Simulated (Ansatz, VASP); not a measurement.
**One calculation of FeBi, two programs**

File INCAR:

```
  PREC = Accurate
  ENCUT = 520
  EDIFF = 1E-6
  ISMEAR = 0
  SIGMA = 0.05
  LREAL = F
  LASPH = T
  NELM = 150
  ALGO = Fast
  ISIF = 2
  LWAVE = F
  LCHARG = T
  ISPIN = 2
  MAGMOM = 3.12 0
  LORBIT = 11
  LMAXMIX = 4
  GGA = PE
  LELF = T
  LVHAR = T
  NBANDS = 22
```

Contents of KPOINTS:

```
Automatic mesh
0
Gamma
  10 10 10
```

Contents of POSCAR:

```
FeBi
1.0
    0.0000000000      2.8850280676      2.8850280676
    2.8850280676      0.0000000000      2.8850280676
    2.8850280676      2.8850280676      0.0000000000
Fe Bi
1 1
Direct
    0.5000000000      0.5000000000      0.5000000000
    0.0000000000      0.0000000000      0.0000000000
```

Input for Ansatz:

```yaml
crystal:
  lattice:
    - [0.0, 2.8850280676, 2.8850280676]
    - [2.8850280676, 0.0, 2.8850280676]
    - [2.8850280676, 2.8850280676, 0.0]
  atoms:
    - { symbol: Fe, position: [0.5, 0.5, 0.5], spin: 3.12 }
    - { symbol: Bi, position: [0.0, 0.0, 0.0] }
basis:
  ecutwfc: 420
  ecutrho_ratio: 4
kpoints:
  mp_grid: { grid: [10, 10, 10] }
hamiltonian:
  xc: pbe
scf:
  occupations: { method: gaussian, width: 0.05 }
output:
  forces: true
  stress: true
  eigenvalues: true
  populations: true
magnetization:
  spin_polarized: true
```

Alike in both runs: task single point; functional PBE; k mesh 10 × 10 × 10; occupations gaussian, width 0.05 eV; collinear spin.

```csv
,VASP,Ansatz
version,VASP 6.6.1,Ansatz 0.2.0
potentials or method,"VASP PAW PBE potentials, release 64 (Fe, Bi_d), cutoff 520 eV","scalar-relativistic, plane waves, PAW"
valence electrons in the cell,23,31
```

|  | VASP | Ansatz | Ansatz less VASP |
| --- | --- | --- | --- |
| gap on the k mesh at the Fermi level (eV) | none | none | - |
| pressure (GPa) | -4.7 | -4.4 | +0.24 |
| net moment per atom (μB) | 1.47 | 1.44 | -0.032 |
| size of the moment on the site where the two differ most (μB) | 0.06 | 0.06 | -0.005 |

Site moments also hang on the region over which each program counts them. A gap of «none» marks a metal or a gap that the smearing closes. VASP's potentials hold 23 valence electrons a cell and Ansatz's 31, so a difference there can come from the potentials and not from the codes.

Spin-orbit coupling is off throughout.
